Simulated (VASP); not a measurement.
The system is C.

```
CELL_PARAMETERS angstrom
2.51656 0.00000 0.00000
-1.25828 2.17940 0.00000
0.00000 0.00000 18.06559
ATOMIC_POSITIONS crystal
C 0.33333 0.66667 0.54503
C 0.66667 0.33333 0.04503
C 0.00000 0.00000 0.75000
C 0.33333 0.66667 0.95497
C 0.00000 0.00000 0.25000
C 0.66667 0.33333 0.45497
C 0.33333 0.66667 0.75000
C 0.00000 0.00000 0.50000
C 0.66667 0.33333 0.25000
C 0.00000 0.00000 0.00000
```

- Program: VASP 6.6.1
- Task: relaxation of cell and atoms
- Functional: PBE
- Potentials or basis: VASP PAW PBE potentials, release 64 (C)
- Cutoff: 600 eV
- k mesh: 18 × 18 × 2
- Occupations: gaussian, width 0.1 eV
- Spin: no spin polarisation

At the start: pressure -1.2 GPa; volume 9.91 Å³/atom.

**Question.** How do energy, volume and symmetry change on relaxing?

**Answer.** Over 5 steps the energy falls by 13.2 meV/atom and the volume is 9.79 Å³/atom (-1.2 %); space group P6_3/mmc (No. 194, to 0.05 Å).

The path:
| step | energy change (eV) | largest force (eV/Å) | pressure (GPa) | volume (Å³) |
| --- | --- | --- | --- | --- |
| 1 | 0.0000 | 0.8978 | -1.22 | 99.08 |
| 2 | -0.1321 | 0.0263 | -0.32 | 97.98 |
| 3 | -0.1321 | 0.0273 | -0.32 | 97.98 |
| 4 | -0.1319 | 0.0365 | 0.43 | 97.71 |
| 5 | -0.1322 | 0.0001 | 0.00 | 97.86 |

Final structure:
```yaml
crystal:
  lattice:
    - [2.48391, 0.00000, 0.00000]
    - [-1.24195, 2.15113, 0.00000]
    - [0.00000, 0.00000, 18.31570]
  atoms:
    - { symbol: C, position: [0.33333, 0.66667, 0.54740] }
    - { symbol: C, position: [0.66667, 0.33333, 0.04740] }
    - { symbol: C, position: [0.00000, 0.00000, 0.75000] }
    - { symbol: C, position: [0.33333, 0.66667, 0.95260] }
    - { symbol: C, position: [0.00000, 0.00000, 0.25000] }
    - { symbol: C, position: [0.66667, 0.33333, 0.45260] }
    - { symbol: C, position: [0.33333, 0.66667, 0.75000] }
    - { symbol: C, position: [0.00000, 0.00000, 0.50000] }
    - { symbol: C, position: [0.66667, 0.33333, 0.25000] }
    - { symbol: C, position: [0.00000, 0.00000, 0.00000] }
```

Caveat: this functional lacks dispersion, which binds the layers, so the pressure and a relaxed spacing across them are unreliable.
